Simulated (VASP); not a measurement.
A run of VASP 6.6.1 is set up as follows.

INCAR

```
SYSTEM = CdSe
PREC = Accurate
ENCUT = 520
EDIFF = 1E-6
ISMEAR = 1
SIGMA = 0.05
LREAL = .False.
LASPH = .True.
NELM = 100
ALGO = Normal
ISIF = 2
LWAVE = .False.
LCHARG = .False.
GGA = CA
NBANDS = 16
```

File KPOINTS:

```
Automatic mesh
0
Gamma
  6 6 6
  0 0 0
```

File POSCAR:

```
CdSe
1.0
    4.0643900000      0.0000000000      0.0000000000
    2.0321950000      3.5198649909      0.0000000000
    2.0321950000      1.1732883303      3.3185605386
Cd Se
1 1
Direct
    0.0000000000      0.0000000000      0.0000000000
    0.5000000000      0.5000000000      0.5000000000
```

Potentials or basis: VASP PAW LDA potentials, release 64 (Cd, Se).

Run with:

```bash
$ cat potpaw_LDA.64/Cd/POTCAR potpaw_LDA.64/Se/POTCAR > POTCAR
$ mpirun -np 1 vasp_std > vasp.out
```

(1) What does it give for the pressure?

(2) Estimate the band gap on the k mesh.

Results:

(1) -5.5 GPa.

(2) zero (band 9 reaches 2.13 eV, above the bottom of band 10 at 1.52 eV).
